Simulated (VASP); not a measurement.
Wanted: the native input for a VASP 6.6.1 run.

| Item | Value |
| --- | --- |
| Task | density of states |
| Functional | PBE |
| Potentials or basis | VASP PAW PBE potentials, release 64 (Nb_sv, Sb) |
| Cutoff | 520 eV |
| k mesh | 8 × 8 × 5 |
| Occupations | fermi-dirac, width 0.05 eV |
| Spin | no spin polarisation |
| Dipole correction | no |
| k mesh for the DOS | 12 × 12 × 8 |
| Occupations for the DOS | tetrahedron |
| Further INCAR settings | ALGO = Normal; EDIFF = 1e-06; NBANDS = 26 |

The system is NbSb (wurtzite type).

```xyz
4
Lattice="3.1821 0.0000 0.0000 -1.5910 2.7558 0.0000 0.0000 0.0000 10.1346" Properties=species:S:1:pos:R:3 pbc="T T T"
Nb    0.0000    1.8372    0.4954
Nb    1.5910    0.9186    5.5627
Sb    0.0000    1.8372    3.3152
Sb    1.5910    0.9186    8.3825
```

These files were run (other wordings do the same):

POSCAR

```
NbSb
1.0
    3.1820714773      0.0000000000      0.0000000000
   -1.5910357387      2.7557547360      0.0000000000
    0.0000000000      0.0000000000     10.1345947828
Nb Sb
2 2
Direct
    0.3333333333      0.6666666667      0.0488841903
    0.6666666667      0.3333333333      0.5488841903
    0.3333333333      0.6666666667      0.3271158097
    0.6666666667      0.3333333333      0.8271158097
```

INCAR.step1

```
PREC = Accurate
ENCUT = 520
EDIFF = 1E-6
ISMEAR = -1
SIGMA = 0.05
LREAL = F
LASPH = T
NELM = 100
ALGO = Normal
ISIF = 2
LWAVE = F
LCHARG = T
LMAXMIX = 4
GGA = PE
NBANDS = 26
```

KPOINTS.step1

```
regular mesh
0
Gamma
  8 8 5
```

INCAR.step2

```
PREC = Accurate
ENCUT = 520
EDIFF = 1E-6
ISMEAR = -5
SIGMA = 0.05
LREAL = F
LASPH = T
NELM = 100
ALGO = Normal
ISIF = 2
LWAVE = F
LCHARG = F
LMAXMIX = 4
GGA = PE
LORBIT = 11
NBANDS = 26
NEDOS = 1001
ICHARG = 11
```

KPOINTS.step2

```
regular mesh
0
Gamma
  12 12 8
```

Potentials or basis: VASP PAW PBE potentials, release 64 (Nb_sv, Sb).

Launch:

```console
$ cat potpaw_PBE.64/Nb_sv/POTCAR potpaw_PBE.64/Sb/POTCAR > POTCAR
$ cp INCAR.step1 INCAR
$ cp KPOINTS.step1 KPOINTS
$ mpirun -np 1 vasp_std > vasp.out
$ cp INCAR.step2 INCAR
$ cp KPOINTS.step2 KPOINTS
$ mpirun -np 1 vasp_std > vasp.out
```

Results of the run:

```yaml
Valence_electrons_inside_the_program's_atomic_spheres: Nb 10.56; Sb 2.48
```

Caveat: spin-orbit coupling is left out, which moves the levels of the heavy elements.

Run time: 100 s on 1 thread of Intel(R) Xeon(R) 6975P-C (Granite Rapids), with other jobs on the host, peak memory 0.33 GiB.
